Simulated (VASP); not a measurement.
Write the native input for VASP 6.6.1 that does the following.

```
Task                   : relaxation of cell and atoms
Functional             : PBEsol
Potentials or basis    : VASP PAW PBE potentials, release 64 (Mn_pv, S)
Cutoff                 : 600 eV
k mesh                 : 9 × 9 × 9
Occupations            : fermi-dirac, width 0.05 eV
Spin                   : collinear spin, ferromagnetic start
Starting moments       : [4.0, 0.0] μB
Hubbard terms          : Mn d U = 4.0 eV
Dipole correction      : no
Further INCAR settings : ALGO = Normal; EDIFF = 1e-06; IBRION = 2; EDIFFG = -0.01; NSW = 60; ISIF = 3
```

The structure of MnS lies in POSCAR:

```
MnS
1.0
    0.0000000000      2.4734634191      2.4734634191
    2.4734634191      0.0000000000      2.4734634191
    2.4734634191      2.4734634191      0.0000000000
Mn S
1 1
Direct
    0.0000000000      0.0000000000      0.0000000000
    0.7500000000      0.7500000000      0.7500000000
```

The input as run:

INCAR

```
PREC = Accurate ; ENCUT = 600
EDIFF = 1E-6 ; ISMEAR = -1
SIGMA = 0.05 ; LREAL = False
LASPH = True ; NELM = 150
ALGO = Normal ; ISIF = 3
LWAVE = False ; LCHARG = False
ISPIN = 2 ; MAGMOM = 4 0
LORBIT = 11 ; LMAXMIX = 4
LDAU = True ; LDAUTYPE = 2
LDAUL = 2 -1 ; LDAUU = 4 0
LDAUJ = 0 0 ; LDAUPRINT = 1
GGA = PS ; IBRION = 2
NSW = 60 ; EDIFFG = -0.01
```

KPOINTS

```
Automatic mesh
0
Gamma
  9 9 9
```

Potentials or basis: VASP PAW PBE potentials, release 64 (Mn_pv, S).

The run is started by

```bash
$ cat potpaw_PBE.64/Mn_pv/POTCAR potpaw_PBE.64/S/POTCAR > POTCAR
$ mpirun -np 1 vasp_std > vasp.out
```

It gave:

```yaml
Relaxed_volume: 22.74 Å³/atom
Relaxed_cell: a = 4.006 Å, b = 4.006 Å, c = 4.006 Å, α = 60.00°, β = 60.00°, γ = 60.00°
Space_group_after_relaxing_to_0.1_Å: F-43m (No. 216)
Energy_gained_by_relaxing: 894.3 meV/atom
Ionic_steps: 19
Pressure_after_relaxing: -0.1 GPa
Band_gap_on_the_k_mesh: 1.16 eV
Net_moment: -5.00 μB per cell
Site_moments: Mn -4.58; S -0.02 μB
Valence_electrons_inside_the_program's_atomic_spheres: Mn 11.34; S 3.76
```

Caveat: the volume moved by over 15 % at a fixed basis, so the end points are rough; the PAW data sets were made with another functional, which shifts forces and pressure a little; an odd mesh through Γ misses points on the zone boundary, where band edges can lie; a cell with one magnetic atom can't hold antiferromagnetic order, which such compounds often take.

Run time: 3.5 min on 1 thread of Oxide Virtual Turin-like Processor, on a shared host, peak memory 0.16 GiB.
